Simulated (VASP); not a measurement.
# In (I4/mmm) in VASP: relaxation of cell and atoms with PBE+D3(BJ)

Aim: the relaxation of cell and atoms of In with PBE+D3(BJ).

All numbers are computed with VASP 6.6.1; they aren't measurements. Logs are shortened: lines on timing, memory, paths and dates and some standing lists are left out, and cuts for length are marked.

### 1 The cell of the first run

The structure is tetragonal, space group I4/mmm (No. 139). The conventional cell has a = 3.389 Å, b = 3.389 Å, c = 4.595 Å, α = 90.00°, β = 90.00°, γ = 90.00°. In (site symmetry 4/mmm) has 12 In at 3.32 to 3.39 Å within 4.4 Å.

### 2 Relaxation of cell and atoms, PBE+D3(BJ)

Input file INCAR:

```
SYSTEM = In
PREC = Accurate ; ENCUT = 600
EDIFF = 1E-6 ; ISMEAR = 0
SIGMA = 0.1 ; LREAL = .FALSE.
LASPH = .TRUE. ; NELM = 80
ALGO = Fast ; ISIF = 3
LWAVE = .FALSE. ; LCHARG = .FALSE.
GGA = PE ; IVDW = 12
IBRION = 2 ; NSW = 100
EDIFFG = -0.002
```

Input file KPOINTS:

```
regular mesh
0
G
  18 18 18
  0 0 0
```

Input file POSCAR:

```
In
1.0
   -1.6947072700      1.6947072700      2.2973723900
    1.6947072700     -1.6947072700      2.2973723900
    1.6947072700      1.6947072700     -2.2973723900
In
1
Direct
    0.0000000000      0.0000000000      0.0000000000
```

Potentials or basis: VASP PAW PBE potentials, release 64 (In_d).

Launch:

```console
cat potpaw_PBE.64/In_d/POTCAR > POTCAR
mpirun -np 1 vasp_std > vasp.out
```

OUTCAR:

```text
SYSTEM = In
   PREC = Accurate
   ENCUT = 600
   EDIFF = 1E-6
   ISMEAR = 0
   LREAL = .FALSE.
   LASPH = .TRUE.
   NELM = 80
   ISIF = 3
   GGA = PE
   IVDW = 12
   IBRION = 2
   NSW = 100
   EDIFFG = -0.002
 IVDW          = 12

 ion  position               nearest neighbor table
   1  0.000  0.000  0.000-

  LATTYP: Found a body centered tetragonal cell.
 ALAT       =     3.3894145400
 C/A-ratio  =     1.3556160587

  Lattice vectors:

 A1 = (  -1.6947072700,   1.6947072700,   2.2973723900)
 A2 = (   1.6947072700,  -1.6947072700,   2.2973723900)
 A3 = (   1.6947072700,   1.6947072700,  -2.2973723900)

Analysis of symmetry for initial positions (statically):
=====================================================================
 Subroutine PRICEL returns:
 Original cell was already a primitive cell.

 Routine SETGRP: Setting up the symmetry group for a
 body centered tetragonal supercell.

 Subroutine GETGRP returns: Found 16 space group operations
 (whereof 16 operations were pure point group operations)
 out of a pool of 16 trial point group operations.

The static configuration has the point symmetry D_4h.

Analysis of symmetry for dynamics (positions and initial velocities):
=====================================================================
 Subroutine PRICEL returns:
 Original cell was already a primitive cell.

 Routine SETGRP: Setting up the symmetry group for a
 body centered tetragonal supercell.

 Subroutine GETGRP returns: Found 16 space group operations
 (whereof 16 operations were pure point group operations)
 out of a pool of 16 trial point group operations.

The dynamic configuration has the point symmetry D_4h.

 Subroutine INISYM returns: Found 16 space group operations
 (whereof 16 operations are pure point group operations),
 and found     1 'primitive' translations

----------------------------------------------------------------------------------------

                                     Primitive cell

  volume of cell :      26.3925

  direct lattice vectors                    reciprocal lattice vectors
    -1.694707270  1.694707270  2.297372390     0.000000000  0.295036204  0.217639945
     1.694707270 -1.694707270  2.297372390     0.295036204  0.000000000  0.217639945
     1.694707270  1.694707270 -2.297372390     0.295036204  0.295036204  0.000000000

  length of vectors
     3.319937554  3.319937554  3.319937554     0.366624477  0.366624477  0.417244201

  position of ions in fractional coordinates (direct lattice)
     0.000000000  0.000000000  0.000000000

  ion indices of the primitive-cell ions
   primitive index   ion index
                 1           1

----------------------------------------------------------------------------------------

 KPOINTS: regular mesh

Automatic generation of k-mesh.
 Grid dimensions read from file:
 generate k-points for:   18   18   18

 Generating k-lattice:

  Cartesian coordinates                     Fractional coordinates (reciprocal lattice)
     0.000000000  0.016390900  0.012091108     0.055555556 -0.000000000  0.000000000
     0.016390900  0.000000000  0.012091108    -0.000000000  0.055555556  0.000000000
     0.016390900  0.016390900  0.000000000     0.000000000  0.000000000  0.055555556

  Length of vectors
     0.020368027  0.020368027  0.023180233

  Shift w.r.t. Gamma in fractional coordinates (k-lattice)
     0.000000000  0.000000000  0.000000000

 Subroutine IBZKPT returns following result:
 ===========================================

 Found    480 irreducible k-points:

 Following reciprocal coordinates:
            Coordinates               Weight
  0.000000  0.000000  0.000000      1.000000
  0.055556  0.000000  0.000000      8.000000
  0.111111  0.000000  0.000000      8.000000
  0.166667  0.000000  0.000000      8.000000
  0.222222  0.000000 -0.000000      8.000000
  0.277778  0.000000  0.000000      8.000000
[... 16 lines left out ...]
 -0.277778  0.055556  0.000000     16.000000
 -0.222222  0.055556  0.000000     16.000000
 [... further k-points ...]
   k-points           NKPTS =    480   k-points in BZ     NKDIM =    480   number of bands    NBANDS=     10
   number of dos      NEDOS =    301   number of ions     NIONS =      1
   total plane-waves  NPLWV =  21952
   dimension x,y,z NGX =    28 NGY =   28 NGZ =   28
   dimension x,y,z NGXF=    56 NGYF=   56 NGZF=   56
   ions per type =               1
   NGX,Y,Z   is equivalent  to a cutoff of  14.02, 14.02, 14.02 a.u.
   NGXF,Y,Z  is equivalent  to a cutoff of  28.04, 28.04, 28.04 a.u.
 SYSTEM =  In
   PREC   = accura    normal or accurate (medium, high low for compatibility)
   ISTART =      0    job   : 0-new  1-cont  2-samecut
   ICHARG =      2    charge: 1-file 2-atom 10-const
   ISPIN  =      1    spin polarized calculation?
   LNONCOLLINEAR =      F non collinear calculations
   LSORBIT =      F    spin-orbit coupling
   LASPH  =      T    aspherical Exc in radial PAW
   ENCUT  =  600.0 eV  44.10 Ry    6.64 a.u.   6.63  6.63  6.63*2*pi/ulx,y,z
   NELM   =     80;   NELMIN=  2; NELMDL= -5     # of ELM steps
   EDIFF  = 0.1E-05   stopping-criterion for ELM
   LREAL  =      F    real-space projection
   EDIFFG = -.2E-02   stopping-criterion for IOM
   NSW    =    100    number of steps for IOM
   IBRION =      2    ionic relax: 0-MD 1-quasi-New 2-CG
   NFREE  =      1    steps in history (QN), initial steepest desc. (CG)
   ISIF   =      3    stress and relaxation
   ISYM   =      2    0-nonsym 1-usesym 2-fastsym
   POTIM  = 0.5000    time-step for ionic-motion
   TEBEG  =    0.0;   TEEND  =   0.0 temperature during run
   PSTRESS=    0.0 pullay stress
   NELECT =      13.0000    total number of electrons
   NUPDOWN=      -1.0000    fix difference up-down
   EMIN   =  10.00;   EMAX   =-10.00  energy-range for DOS
   EFERMI =   0.00;   METHOD = LEGACY
   ISMEAR =     0;   SIGMA  =   0.10  broadening in eV -4-tet -1-fermi 0-gaus
   EFERMI_NEDOS =   21; number of points for ismear=-14 and -15
   IALGO  =     68    algorithm
   IMIX   =      4    mixing-type and parameters
     AMIX     =   0.40;   BMIX     =  1.00
     AMIX_MAG =   1.60;   BMIX_MAG =  1.00
  volume/ion in A,a.u.               =      26.39       178.11
  Fermi-wavevector in a.u.,A,eV,Ry     =   1.292892  2.443212 22.743098  1.671571
  Thomas-Fermi vector in A             =   2.424572
   LORBIT       =      0    0 simple, 1 ext, 2 COOP (PROOUT), +10 PAW based schemes
   GGA     = PE    functional components
   LHFCALC =     F    Hartree Fock is set to
   AEXX    =    0.0000 exact exchange contribution
   IVDW    =    12    specifies the selected vdW correction
   LEPSILON=     F    determine dielectric tensor
   LRPA    =     F    only Hartree local field effects (RPA)
 conjugate gradient relaxation of ions
 non-spin polarized calculation
 RMM-DIIS sequential band-by-band and
 Gauss-broadening in eV      SIGMA  =   0.10
  energy-cutoff  :      600.00
  volume of cell :       26.39
 maximum number of plane-waves:       909
   NGX = 13   NGY = 13   NGZ = 13

--------------------------------------- Ionic step        1  -------------------------------------------

 number of electron      13.0000005 magnetization

 Free energy of the ion-electron system (eV)
  ---------------------------------------------------
  ext. energy  EPLUGINS =         0.00000000
  ---------------------------------------------------
  free energy    TOTEN  =        -2.55552280 eV

  energy without entropy =       -2.55348458  energy(sigma->0) =       -2.55450369

------------------------ aborting loop because EDIFF is reached ----------------------------------------

 Edisp (eV)   -0.33513

 E8    (eV) :    -0.1673

  FORCE on cell =-STRESS in cart. coord.  units (eV):
  Direction    XX          YY          ZZ          XY          YZ          ZX
  --------------------------------------------------------------------------------------
  -------------------------------------------------------------------------------------
  Total      -0.12046    -0.12046    -0.04308     0.00000     0.00000     0.00000
  in kB      -7.31276    -7.31276    -2.61515     0.00000     0.00000     0.00000
  external pressure =       -5.75 kB  Pullay stress =        0.00 kB
[... 94 lines left out ...]
  FREE ENERGIE OF THE ION-ELECTRON SYSTEM (eV)
  ---------------------------------------------------
  free  energy   TOTEN  =        -2.8913274996 eV

  energy  without entropy=       -2.8893750501  energy(sigma->0) =       -2.89035127

[... ionic steps 4 to 17 ...]

--------------------------------------- Ionic step       18  -------------------------------------------

 number of electron      13.0000004 magnetization

------------------------ aborting loop because EDIFF is reached ----------------------------------------

 Edisp (eV)   -0.33889

 E8    (eV) :    -0.1692
[... 67 lines left out ...]
  energy  without entropy=       -2.8901411564  energy(sigma->0) =       -2.89126612

--------------------------------------- Ionic step       20  -------------------------------------------

 number of electron      13.0000004 magnetization

 Free energy of the ion-electron system (eV)
  ---------------------------------------------------
  ext. energy  EPLUGINS =         0.00000000
  ---------------------------------------------------
  free energy    TOTEN  =        -2.55321469 eV

  energy without entropy =       -2.55096371  energy(sigma->0) =       -2.55208920

 E-fermi :   7.5689     XC(G=0): -10.2669

 val. band max:        7.5677786686   @ k =   0.2778   0.2778   0.1667
 cond. band min:       7.5713726396   @ k =   0.2778   0.2778   0.1111
 fundamental gap:      0.0035939710
 Fermi energy:         7.5688927102

 k-point     1 :       0.0000    0.0000    0.0000
  band No.  band energies     occupation
      1      -7.0819      2.00000
      2      -7.0814      2.00000
      3      -7.0814      2.00000
      4      -6.9092      2.00000
      5      -6.9088      2.00000
      6      -2.0079      2.00000
      7      18.1571      0.00000
      8      18.1571      0.00000
      9      18.1580      0.00000
     10      19.0795      0.00000
[... 287 lines left out ...]
 k-point    24 :      -0.2222    0.0556    0.0000
  band No.  band energies     occupation
      1      -7.1031      2.00000
      2      -7.0352      2.00000
      3      -7.0294      2.00000
      4      -6.9168      2.00000
      5      -6.8736      2.00000
      6      -1.0258      2.00000
      7      12.2732      0.00000
      8      16.2043      0.00000
      9      17.1330      0.00000
     10      19.1209      0.00000

 [... further k-points ...]

------------------------ aborting loop because EDIFF is reached ----------------------------------------

 Edisp (eV)   -0.33918

 E8    (eV) :    -0.1693

  FORCE on cell =-STRESS in cart. coord.  units (eV):
  Direction    XX          YY          ZZ          XY          YZ          ZX
  --------------------------------------------------------------------------------------
  -------------------------------------------------------------------------------------
  Total       0.00157     0.00157    -0.00077     0.00000    -0.00000    -0.00000
  in kB       0.09649     0.09649    -0.04733     0.00000    -0.00000    -0.00000
  external pressure =        0.05 kB  Pullay stress =        0.00 kB
[... 16 lines left out ...]
  FREE ENERGIE OF THE ION-ELECTRON SYSTEM (eV)
  ---------------------------------------------------
  free  energy   TOTEN  =        -2.8923996788 eV

  energy  without entropy=       -2.8901486942  energy(sigma->0) =       -2.89127419

 reached required accuracy - stopping structural energy minimisation
```

Wall time 11 min (1 thread of Intel Xeon Platinum 8559C (Emerald Rapids), shared host); peak memory 0.33 GiB.

What came out:

- Free energy: -2.8924 eV
- Relaxed volume: 26.09 Å³/atom
- Relaxed cell: a = 3.329 Å, b = 3.329 Å, c = 3.329 Å, α = 120.01°, β = 120.01°, γ = 89.98°
- Space group after relaxing (to 0.1 Å): Fm-3m (No. 225)
- Energy gained by relaxing: 1.7 meV/atom
- Ionic steps: 20
- Pressure after relaxing: 0.0 GPa
- Band gap on the k mesh: zero (an odd number of electrons rules out a gap without spin polarisation)
- Dispersion energy per atom: -0.339 eV

Step by step:
| step | energy change (eV) | largest force (eV/Å) | pressure (GPa) | volume (Å³) |
| --- | --- | --- | --- | --- |
| 1 | 0.0000 | 0.0000 | -0.57 | 26.39 |
| 2 | -0.0007 | 0.0000 | 0.14 | 26.03 |
| 3 | -0.0007 | 0.0000 | 0.05 | 26.06 |
| 4 | -0.0007 | 0.0000 | 0.04 | 26.05 |
| 5 | -0.0007 | 0.0000 | 0.06 | 26.04 |
| 6 | -0.0009 | 0.0000 | 0.04 | 26.05 |
| 7 | -0.0014 | 0.0000 | 0.02 | 26.06 |
| 8 | -0.0017 | 0.0000 | -0.05 | 26.08 |
| 9 | -0.0017 | 0.0000 | 0.04 | 26.08 |
| 10 | -0.0017 | 0.0000 | 0.05 | 26.08 |
| 11 | -0.0017 | 0.0000 | -0.14 | 26.17 |
| 12 | -0.0017 | 0.0000 | 0.05 | 26.11 |
| 13 | -0.0017 | 0.0000 | -0.05 | 26.12 |
| 14 | -0.0017 | 0.0000 | -0.02 | 26.12 |
| 15 | -0.0017 | 0.0000 | -0.06 | 26.11 |
| 16 | -0.0017 | 0.0000 | 0.00 | 26.11 |
| 17 | -0.0017 | 0.0000 | -0.02 | 26.11 |
| 18 | -0.0017 | 0.0000 | -0.03 | 26.11 |
| 19 | -0.0017 | 0.0000 | 0.05 | 26.06 |
| 20 | -0.0017 | 0.0000 | 0.00 | 26.09 |

Final structure:
```cif
data_structure
_symmetry_space_group_name_H-M 'P 1'
_symmetry_Int_Tables_number 1
_cell_length_a 3.3292
_cell_length_b 3.3292
_cell_length_c 3.3292
_cell_angle_alpha 120.011
_cell_angle_beta 120.011
_cell_angle_gamma 89.980
_cell_volume 26.09
loop_
_atom_site_label
_atom_site_type_symbol
_atom_site_fract_x
_atom_site_fract_y
_atom_site_fract_z
_atom_site_occupancy
In1 In 0.00000 0.00000 0.00000 1
```

Levels at points of the mesh, in eV from the Fermi level:
| k point | band 2 | band 3 | band 4 | band 5 | band 6 | band 7 | band 8 | band 9 | band 10 |
| --- | --- | --- | --- | --- | --- | --- | --- | --- | --- |
| (0.00, 0.00, 0.00) | -14.65 | -14.65 | -14.48 | -14.48 | -9.58 | 10.59 | 10.59 | 10.59 | 11.51 |
| (0.50, 0.00, 0.00) | -14.64 | -14.64 | -14.32 | -14.32 | -4.33 | -3.41 | 8.42 | 8.43 | 10.83 |
| (0.50, 0.50, 0.00) | -14.78 | -14.33 | -14.28 | -14.28 | -2.24 | -2.09 | 4.03 | 4.03 | 7.38 |
| (0.50, 0.50, 0.50) | -14.78 | -14.33 | -14.28 | -14.28 | -2.24 | -2.10 | 4.03 | 4.03 | 7.39 |

Caveat: spin-orbit coupling is left out, which moves the levels of the heavy elements.
